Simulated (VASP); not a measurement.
# BeS (F-43m) in VASP: a series of runs

The runs below take BeS through single point, with PBE.

Everything below comes from runs of VASP 6.6.1. Logs are shortened: lines on timing, memory, paths and dates and some standing lists are left out, and cuts for length are marked.

## 1. The cell of the first run

It takes space group F-43m (No. 216, cubic). Conventional cell: a = 4.502 Å, b = 4.502 Å, c = 4.502 Å, α = 90.00°, β = 90.00°, γ = 90.00°. Within 2.6 Å of Be (site symmetry -43m) lie 4 S at 1.95 Å. S (site symmetry -43m) has 4 Be at 1.95 Å within 2.6 Å.

## 2. Single point, PBE (volume scaled by 0.8)

Contents of INCAR:

```
ALGO     = Normal         # electronic algorithm
EDIFF    = 1E-7           # SCF threshold, eV
ENCUT    = 520            # plane-wave cutoff, eV
GGA      = PE             # functional
ISIF     = 2              # what is computed and relaxed
ISMEAR   = -1             # smearing method
LASPH    = T              # aspherical terms in the spheres
LCHARG   = F              # write CHGCAR
LREAL    = F              # projectors in reciprocal space
LWAVE    = F              # write WAVECAR
NBANDS   = 11             # bands
NELM     = 60             # most SCF steps
PREC     = Accurate       # precision mode
SIGMA    = 0.03           # smearing width, eV
```

Contents of KPOINTS:

```
k-points
0
Gamma
  10 10 10
```

Contents of POSCAR:

```
BeS
1.0
    0.0000000000      2.2511705843      2.2511705843
    2.2511705843      0.0000000000      2.2511705843
    2.2511705843      2.2511705843      0.0000000000
Be S
1 1
Direct
    0.0000000000      0.0000000000      0.0000000000
    0.2500000000      0.2500000000      0.2500000000
```

Potentials or basis: VASP PAW PBE potentials, release 64 (Be, S).

The run is started by

```console
$ cat potpaw_PBE.64/Be/POTCAR potpaw_PBE.64/S/POTCAR > POTCAR
$ mpirun -np 1 vasp_std > vasp.out
```

OUTCAR:

```text
EDIFF = 1E-7
   ENCUT = 520
   GGA = PE
   ISIF = 2
   ISMEAR = -1
   LASPH = T
   LREAL = F
   NELM = 60
   PREC = Accurate

 ion  position               nearest neighbor table
   1  0.000  0.000  0.000-   2 1.95   2 1.95   2 1.95   2 1.95
   2  0.250  0.250  0.250-   1 1.95   1 1.95   1 1.95   1 1.95

  LATTYP: Found a face centered cubic cell.
 ALAT       =     4.5023411686

  Lattice vectors:

 A1 = (   0.0000000000,   2.2511705843,   2.2511705843)
 A2 = (   2.2511705843,   0.0000000000,   2.2511705843)
 A3 = (   2.2511705843,   2.2511705843,   0.0000000000)

Analysis of symmetry for initial positions (statically):
=====================================================================
 Subroutine PRICEL returns:
 Original cell was already a primitive cell.

 Routine SETGRP: Setting up the symmetry group for a
 face centered cubic supercell.

 Subroutine GETGRP returns: Found 24 space group operations
 (whereof 24 operations were pure point group operations)
 out of a pool of 48 trial point group operations.

The static configuration has the point symmetry T_d .

Analysis of symmetry for dynamics (positions and initial velocities):
=====================================================================
 Subroutine PRICEL returns:
 Original cell was already a primitive cell.

 Routine SETGRP: Setting up the symmetry group for a
 face centered cubic supercell.

 Subroutine GETGRP returns: Found 24 space group operations
 (whereof 24 operations were pure point group operations)
 out of a pool of 48 trial point group operations.

The dynamic configuration has the point symmetry T_d .

 Subroutine INISYM returns: Found 24 space group operations
 (whereof 24 operations are pure point group operations),
 and found     1 'primitive' translations

----------------------------------------------------------------------------------------

                                     Primitive cell

  volume of cell :      22.8168

  direct lattice vectors                    reciprocal lattice vectors
     0.000000000  2.251170584  2.251170584    -0.222106669  0.222106669  0.222106669
     2.251170584  0.000000000  2.251170584     0.222106669 -0.222106669  0.222106669
     2.251170584  2.251170584  0.000000000     0.222106669  0.222106669 -0.222106669

  length of vectors
[... 81 lines left out ...]
   NELM   =     60;   NELMIN=  2; NELMDL= -5     # of ELM steps
   EDIFF  = 0.1E-06   stopping-criterion for ELM
   LREAL  =      F    real-space projection
   EDIFFG = 0.1E-05   stopping-criterion for IOM
   NSW    =      0    number of steps for IOM
   IBRION =     -1    ionic relax: 0-MD 1-quasi-New 2-CG
   NFREE  =      0    steps in history (QN), initial steepest desc. (CG)
   ISIF   =      2    stress and relaxation
   ISYM   =      2    0-nonsym 1-usesym 2-fastsym
   POTIM  = 0.5000    time-step for ionic-motion
   TEBEG  =    0.0;   TEEND  =   0.0 temperature during run
   PSTRESS=    0.0 pullay stress
   NELECT =       8.0000    total number of electrons
   NUPDOWN=      -1.0000    fix difference up-down
   EMIN   =  10.00;   EMAX   =-10.00  energy-range for DOS
   EFERMI =   0.00;   METHOD = LEGACY
   ISMEAR =    -1;   SIGMA  =   0.03  broadening in eV -4-tet -1-fermi 0-gaus
   EFERMI_NEDOS =   21; number of points for ismear=-14 and -15
   IALGO  =     38    algorithm
   IMIX   =      4    mixing-type and parameters
     AMIX     =   0.40;   BMIX     =  1.00
     AMIX_MAG =   1.60;   BMIX_MAG =  1.00
  volume/ion in A,a.u.               =      11.41        76.99
  Fermi-wavevector in a.u.,A,eV,Ry     =   1.154391  2.181483 18.131390  1.332620
  Thomas-Fermi vector in A             =   2.291028
   LORBIT       =      0    0 simple, 1 ext, 2 COOP (PROOUT), +10 PAW based schemes
   GGA     = PE    functional components
   LHFCALC =     F    Hartree Fock is set to
   AEXX    =    0.0000 exact exchange contribution
   IVDW    =     0    specifies the selected vdW correction
   LEPSILON=     F    determine dielectric tensor
   LRPA    =     F    only Hartree local field effects (RPA)
 non-spin polarized calculation
  energy-cutoff  :      520.00
  volume of cell :       22.82
 maximum number of plane-waves:       636
   NGX = 11   NGY = 11   NGZ = 11

 number of electron       8.0000001 magnetization

 Free energy of the ion-electron system (eV)
  ---------------------------------------------------
  ext. energy  EPLUGINS =         0.00000000
  ---------------------------------------------------
  free energy    TOTEN  =        -9.45795136 eV

  energy without entropy =       -9.45795136  energy(sigma->0) =       -9.45795136

 E-fermi :   7.3622     XC(G=0): -10.6841

 val. band max:        6.7729864213   @ k =   0.0000   0.0000   0.0000
 cond. band min:       9.2612994535   @ k =   0.5000   0.5000   0.0000
 fundamental gap:      2.4883130322
 Fermi energy:         7.3621615444

 k-point     1 :       0.0000    0.0000    0.0000
  band No.  band energies     occupation
      1      -8.6420      2.00000
      2       6.7730      2.00000
      3       6.7730      2.00000
      4       6.7730      2.00000
      5      12.2287      0.00000
      6      12.2287      0.00000
      7      12.2287      0.00000
      8      14.7156      0.00000
      9      19.9861      0.00000
     10      19.9861      0.00000
     11      23.3872      0.00000
[... 309 lines left out ...]
 k-point    24 :       0.4000    0.3000    0.0000
  band No.  band energies     occupation
      1      -6.4343      2.00000
      2       1.6903      2.00000
      3       3.4905      2.00000
      4       3.8204      2.00000
      5      10.4656      0.00000
      6      12.3912      0.00000
      7      18.0250      0.00000
      8      18.1568      0.00000
      9      23.0614      0.00000
     10      23.3270      0.00000
     11      25.8222      0.00000

 [... further k-points ...]
[... 5 lines left out ...]
  --------------------------------------------------------------------------------------
  -------------------------------------------------------------------------------------
  Total        4.9468691      4.9468691      4.9468691     -0.0000000      0.0000000      0.0000000
  in kB      347.3647879    347.3647879    347.3647879     -0.0000000      0.0000000      0.0000000
  external PRESSURE =     347.3647879 kB  Pullay stress =       0.0000000 kB

 VOLUME and BASIS-vectors are now :
 -----------------------------------------------------------------------------
  energy-cutoff  :      520.00
  volume of cell :       22.82
      direct lattice vectors                 reciprocal lattice vectors
     0.000000000  2.251170584  2.251170584    -0.222106669  0.222106669  0.222106669
     2.251170584  0.000000000  2.251170584     0.222106669 -0.222106669  0.222106669
     2.251170584  2.251170584  0.000000000     0.222106669  0.222106669 -0.222106669

 POSITION                                       TOTAL-FORCE (eV/Angst)
 -----------------------------------------------------------------------------------
      0.00000      0.00000      0.00000        -0.000000     -0.000000     -0.000000
      1.12559      1.12559      1.12559         0.000000      0.000000      0.000000
 -----------------------------------------------------------------------------------
    total drift:                               -0.000000     -0.000000     -0.000000

  FREE ENERGIE OF THE ION-ELECTRON SYSTEM (eV)
  ---------------------------------------------------
  free  energy   TOTEN  =        -9.4579513597 eV

  energy  without entropy=       -9.4579513597  energy(sigma->0) =       -9.45795136
```

OSZICAR:

```text
N       E                     dE             d eps       ncg     rms          rms(c)
DAV:   1     0.207756503505E+02    0.20776E+02   -0.41645E+03  1034   0.646E+02
DAV:   2    -0.877534856001E+01   -0.29551E+02   -0.28269E+02  1404   0.125E+02
DAV:   3    -0.979973965314E+01   -0.10244E+01   -0.10226E+01  1312   0.218E+01
DAV:   4    -0.980503188368E+01   -0.52922E-02   -0.52912E-02  1288   0.188E+00
DAV:   5    -0.980506562653E+01   -0.33743E-04   -0.33742E-04  1385   0.142E-01    0.778E+00
DAV:   6    -0.954651982655E+01    0.25855E+00   -0.15305E-01  1290   0.234E+00    0.516E+00
DAV:   7    -0.945702866102E+01    0.89491E-01   -0.23057E-01  1404   0.274E+00    0.108E+00
DAV:   8    -0.945795226867E+01   -0.92361E-03   -0.97786E-03  1169   0.623E-01    0.823E-02
DAV:   9    -0.945792156991E+01    0.30699E-04   -0.22431E-04  1366   0.102E-01    0.246E-02
DAV:  10    -0.945794533145E+01   -0.23762E-04   -0.28269E-05  1162   0.324E-02    0.149E-02
DAV:  11    -0.945795110267E+01   -0.57712E-05   -0.89545E-06  1236   0.185E-02    0.194E-02
DAV:  12    -0.945795127259E+01   -0.16992E-06   -0.21753E-07  1216   0.329E-03    0.626E-03
DAV:  13    -0.945795135967E+01   -0.87084E-07   -0.11285E-07  1158   0.186E-03
   1 F= -.94579514E+01 E0= -.94579514E+01  d E =-.112345E-10
```

Run time: 3.8 s. Hardware: 1 thread of Intel Xeon 6975P-C (Granite Rapids), shared host; peak memory 0.13 GiB.

Results:

```yaml
Free_energy: -9.4580 eV
Pressure: 34.7 GPa
Band_gap_on_the_k_mesh: 2.49 eV, indirect (least direct gap 5.46 eV)
```

[end of part 1 of 2]
